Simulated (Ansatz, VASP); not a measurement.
TlSi2Pt2 in VASP and in Ansatz

Contents of INCAR:

```
  PREC = Accurate
  ENCUT = 500
  EDIFF = 1E-6
  ISMEAR = -1
  SIGMA = 0.1
  LREAL = F
  LASPH = T
  NELM = 120
  ALGO = Normal
  ISIF = 2
  LWAVE = F
  LCHARG = F
  GGA = PE
  NBANDS = 28
  GGA_COMPAT = F
```

Contents of KPOINTS:

```
regular mesh
0
Gamma
  9 9 9
```

Contents of POSCAR:

```
TlSi2Pt2
1.0
    0.0000000000      4.2929920000      0.0000000000
    4.2929920000      0.0000000000      0.0000000000
    2.1464960000      2.1464960000     -4.9208530000
Si Pt Tl
2 2 1
Direct
    0.3750000000      0.3750000000      0.2500000000
    0.6250000000      0.6250000000      0.7500000000
    0.7500000000      0.2500000000      0.5000000000
    0.2500000000      0.7500000000      0.5000000000
    0.0000000000      0.0000000000      0.0000000000
```

Input for Ansatz:

```yaml
crystal:
  lattice:
    - [0.0, 4.292992, 0.0]
    - [4.292992, 0.0, 0.0]
    - [2.146496, 2.146496, -4.920853]
  atoms:
    - { symbol: Si, position: [0.375, 0.375, 0.25] }
    - { symbol: Si, position: [0.625, 0.625, 0.75] }
    - { symbol: Pt, position: [0.75, 0.25, 0.5] }
    - { symbol: Pt, position: [0.25, 0.75, 0.5] }
    - { symbol: Tl, position: [0.0, 0.0, 0.0] }
  symmetry: { tolerance: 0.0003 }
kpoints:
  mp_grid: { grid: [9, 9, 9], shift: [0, 0, 0] }
  band_path:
    path:
      - [0.0, 0.0, 0.0]
      - [0.5, 0.5, 0.5]
      - [0.5, 0.5, 0.25]
      - [0.0, 0.5, 0.0]
      - [0.0, 0.0, 0.0]
      - [0.0, 0.0, -0.5]
      - [0.0, 0.40486301, -0.29756849]
      - [0.0, 0.59513699, 0.29756849]
      - [0.0, 0.0, 0.0]
      - [0.5, 0.5, 0.5]
      - [0.40486301, 0.59513699, 0.5]
    npoints: 6
magnetization:
  spin_polarized: false
scf:
  occupations: { method: fermi_dirac }
  lower_state_search: "off"
  max_iter: 200
hamiltonian:
  pseudopotentials: { kind: paw }
  xc: pbe
basis:
  ecutwfc: 420
  fft_grid_basis: typed
output:
  forces: true
  stress: true
  eigenvalues: true
  bader: true
  populations: true
  elf: true
  write_potential: true
  volumetric_format: npy
  dos:
    e_range: [-12, 8]
    de: 0.05
    projected: { site_lists: { Pt: [Pt], Si: [Si], Tl: [Tl] } }
checkpoint:
  read: saved_state
```

Alike in both runs: task single point; functional PBE; k mesh 9 × 9 × 9; no spin polarisation.

|  | VASP | Ansatz |
| --- | --- | --- |
| version | VASP 6.6.1 | Ansatz 0.2.0 |
| potentials or method | VASP PAW PBE potentials, release 64 (Si, Pt, Tl_d), cutoff 500 eV | PAW plane waves |
| occupations | fermi-dirac, width 0.1 eV | fermi-dirac |
| valence electrons in the cell | 41 | 57 |

VASP gave:

* pressure (GPa): 1.0
* traceless stress, the component that is largest in VASP (GPa): -1.06
* rms of the force components (eV/Å): 0.023

Q: Estimate Ansatz's values.

A: Pressure (GPa): 1.1; traceless stress, the component that is largest in VASP (GPa): -1.05; rms of the force components (eV/Å): 0.023.

Atom by atom the forces differ by 0.000 eV/Å (rms over components). VASP's potentials hold 41 valence electrons a cell and Ansatz's 57, so a difference there can come from the potentials and not from the codes.

Spin-orbit coupling is off throughout.
